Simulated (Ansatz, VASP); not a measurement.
**Al: VASP beside Ansatz**

POSCAR

```
Al
1.0
    2.8223603251      0.0000000000      0.0000000000
   -1.4111801626      2.4442326468      0.0000000000
    0.0000000000      0.0000000000      9.1706544289
Al
4
Direct
    0.0077000000      0.9959600000      0.0011900000
    0.3395200000      0.6689000000      0.2498400000
    0.9988900000      0.0001700000      0.4998700000
    0.6729200000      0.3389000000      0.7509600000
```

Contents of INCAR.step1:

```
SYSTEM = Al
ALGO     = Normal         ! electronic algorithm
EDIFF    = 1E-4           ! SCF threshold, eV
ENCUT    = 520            ! plane-wave cutoff, eV
GGA      = PE             ! functional
ISMEAR   = -1             ! smearing method
LASPH    = .TRUE.         ! aspherical terms in the spheres
LCHARG   = .FALSE.        ! write CHGCAR
LREAL    = .FALSE.        ! projectors in reciprocal space
LWAVE    = .TRUE.         ! write WAVECAR
NBANDS   = 14             ! bands
NELM     = 60             ! most SCF steps
PREC     = Accurate       ! precision mode
SIGMA    = 0.15           ! smearing width, eV
```

File INCAR.step2:

```
SYSTEM = Al
ALGO     = Normal         ! electronic algorithm
EDIFF    = 1E-6           ! SCF threshold, eV
ENCUT    = 520            ! plane-wave cutoff, eV
ISIF     = 2              ! what is computed and relaxed
ISMEAR   = -1             ! smearing method
ISTART   = 1            
LASPH    = .TRUE.         ! aspherical terms in the spheres
LCHARG   = .FALSE.        ! write CHGCAR
LMIXTAU  = .TRUE.       
LREAL    = .FALSE.        ! projectors in reciprocal space
LWAVE    = .FALSE.        ! write WAVECAR
METAGGA  = R2SCAN         ! meta-GGA
NBANDS   = 14             ! bands
NELM     = 60             ! most SCF steps
PREC     = Accurate       ! precision mode
SIGMA    = 0.15           ! smearing width, eV
```

The input KPOINTS:

```
k-points
0
G
  6 6 2
  0 0 0
```

Input for Ansatz:

```yaml
crystal:
  lattice:
    - [2.8223603251131304, 0.0, 0.0]
    - [-1.4111801625565652, 2.4442326468232167, 0.0]
    - [0.0, 0.0, 9.17065442891109]
  atoms:
    - { symbol: Al, position: [0.0077, 0.99596, 0.00119] }
    - { symbol: Al, position: [0.33952, 0.6689, 0.24984] }
    - { symbol: Al, position: [0.99889, 0.00017, 0.49987] }
    - { symbol: Al, position: [0.67292, 0.3389, 0.75096] }
basis:
  ecutwfc: 650.0
  xc_grid: 2
kpoints:
  mp_grid:
    grid: [6, 6, 2]
hamiltonian:
  xc: r2scan
scf:
  convergence:
    dr2_threshold: 1.0e-09
  occupations:
    method: fermi_dirac
    width: 0.15
output:
  forces: true
  stress: true
```

Alike in both runs: task single point; functional r2SCAN; k mesh 6 × 6 × 2; occupations fermi-dirac, width 0.15 eV; no spin polarisation.

```csv
,VASP,Ansatz
version,VASP 6.6.1,Ansatz 0.2.0
potentials or method,"VASP PAW PBE potentials, release 64 (Al), cutoff 520 eV","plane waves, PAW"
valence electrons in the cell,12,12
```

Ansatz gave:

| Item | Value |
| --- | --- |
| pressure (GPa) | 1.4 |
| traceless stress, the component that is largest in VASP (GPa) | 1.71 |
| rms of the force components (eV/Å) | 0.028 |

Q: Estimate VASP's values.

A: Pressure (GPa): 1.0; traceless stress, the component that is largest in VASP (GPa): 1.70; rms of the force components (eV/Å): 0.028.

VASP's potentials were made for PBE, not for r2SCAN. Atom by atom the forces differ by 0.000 eV/Å (rms over components). Ansatz's warnings: stress scf threshold loose.

The k mesh is coarse, so the values compare programs but aren't converged.
